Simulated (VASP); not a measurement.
## Hf: single point with PBE

Crystal: Hf.

```xyz
1
Lattice="2.8812 0.0000 0.0000 -1.4406 2.4952 0.0000 0.0000 0.0000 2.8598" Properties=species:S:1:pos:R:3 pbc="T T T"
Hf    0.0000    0.0000    0.0000
```

This isn't the form of Hf at room conditions, which is hcp.

```yaml
Program: VASP 6.6.1
Task: single point
Functional: PBE
Potentials_or_basis: VASP PAW PBE potentials, release 64 (Hf_pv)
Cutoff: 520 eV
k_mesh: 16 × 16 × 15
Occupations: fermi-dirac, width 0.1 eV
Spin: no spin polarisation
Dipole_correction: no
Further_INCAR_settings: ALGO = Normal; EDIFF = 1e-06; NBANDS = 11
```

```
Pressure               : 13.8 GPa
Band gap on the k mesh : zero (bands 5 and 6 overlap by 0.41 eV)
```

Stress tensor (GPa, compression positive):
```
13.73  0.00  0.00
 0.00 13.73  0.00
 0.00  0.00 13.86
```

Levels at points of the mesh, in eV from the Fermi level:
| k point | band 1 | band 2 | band 3 | band 4 | band 5 | band 6 | band 7 | band 8 | band 9 | band 10 |
| --- | --- | --- | --- | --- | --- | --- | --- | --- | --- | --- |
| (0.00, 0.00, 0.00) | -29.64 | -29.38 | -29.38 | -7.12 | -1.83 | 1.82 | 1.82 | 7.64 | 7.64 | 12.59 |
| (0.50, 0.00, 0.00) | -30.86 | -29.72 | -29.46 | -3.61 | -0.78 | 1.33 | 2.88 | 6.60 | 8.60 | 11.80 |

It took 48 s on 1 thread of Intel Xeon 8259CL, on a shared host, peak memory 0.18 GiB.

Caveat: the cell stands under pressure; spin-orbit coupling is left out, which moves the levels of the heavy elements.
